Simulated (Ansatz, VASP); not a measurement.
## Cd4Se3: VASP beside Ansatz

```
CELL_PARAMETERS angstrom
4.30000 0.00000 0.00000
-2.15000 3.72391 0.00000
0.00000 0.00000 12.60000
ATOMIC_POSITIONS crystal
Cd 0.00000 0.00000 0.76600
Cd 0.66667 0.33333 0.48700
Cd 0.33333 0.66667 0.20900
Cd 0.66667 0.33333 0.90500
Se 0.00000 0.00000 0.55700
Se 0.66667 0.33333 0.27900
Se 0.33333 0.66667 0.00000
```

Alike in both runs: task relaxation of cell and atoms; functional PBE; k mesh 4 × 4 × 2; occupations gaussian, width 0.2 eV; no spin polarisation.

|  | VASP | Ansatz |
| --- | --- | --- |
| version | VASP 6.6.1 | Ansatz 0.2.0 |
| potentials or method | VASP PAW PBE potentials, release 64 (Cd, Se), cutoff 600 eV | scalar-relativistic, plane waves, PAW |
| valence electrons in the cell | 66 | 128 |

VASP gave:

| Item | Value |
| --- | --- |
| gap on the k mesh at the Fermi level, each at its own relaxed structure (eV) | 0.40 |
| relaxed volume (Å³/atom) | 30.00 |
| relaxed length of the cell vector where the two differ most in proportion (Å) | 13.072 |

**Question.** Estimate Ansatz's values.

**Answer.** gap on the k mesh at the Fermi level, each at its own relaxed structure (eV): 0.42; relaxed volume (Å³/atom): 29.98; relaxed length of the cell vector where the two differ most in proportion (Å): 13.062.

VASP's potentials hold 66 valence electrons a cell and Ansatz's 128, so a difference there can come from the potentials and not from the codes.

The k mesh is coarse, so the values compare programs but aren't converged.
